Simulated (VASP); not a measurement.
Zn4SeO3:

```
Zn Se O
1.0
     5.13262    0.00000    0.00000
     0.00000    5.13262    0.00000
     0.00000    0.00000    5.13262
Zn Se O
4 1 3
Direct
  0.26072 0.26072 0.26072
  0.26072 0.73928 0.73928
  0.73928 0.26072 0.73928
  0.73928 0.73928 0.26072
  0.00000 0.00000 0.00000
  0.50000 0.50000 0.00000
  0.50000 0.00000 0.50000
  0.00000 0.50000 0.50000
```

- Program: VASP 6.6.1
- Task: relaxation of cell and atoms
- Functional: PBE
- Potentials or basis: VASP PAW PBE potentials, release 64 (Zn, Se, O)
- Cutoff: 600 eV
- k mesh: 3 × 3 × 3
- Occupations: gaussian, width 0.15 eV
- Spin: no spin polarisation

At the start: pressure -8.8 GPa; volume 16.90 Å³/atom.

Question: Where does the relaxation end?

Answer: Over 4 steps the energy falls by 128.2 meV/atom and the volume is 14.63 Å³/atom (-13.4 %); space group P-43m (No. 215, to 0.05 Å).

The path:
```
step  energy change (eV)  largest force (eV/Å)  pressure (GPa)  volume (Å³)
   1              0.0000                1.5600           -8.80       135.21
   2             -0.8891                0.9885            0.61       117.84
   3             -0.9038                0.8797            2.98       115.22
   4             -1.0259                0.0477            0.49       117.05
```

Final structure:
```xyz
8
Lattice="4.8917 0.0000 0.0000 0.0000 4.8917 0.0000 0.0000 0.0000 4.8917" Properties=species:S:1:pos:R:3 pbc="T T T"
Zn    1.3570    1.3570    1.3570
Zn    1.3570    3.5348    3.5348
Zn    3.5348    1.3570    3.5348
Zn    3.5348    3.5348    1.3570
Se    0.0000    0.0000    0.0000
O     2.4459    2.4459    0.0000
O     2.4459    0.0000    2.4459
O     0.0000    2.4459    2.4459
```

Caveat: the k points lie up to 0.43 Å⁻¹ apart in the final cell; the relaxation stopped at a loose force limit of 0.08 eV/Å, so its end isn't a converged minimum.
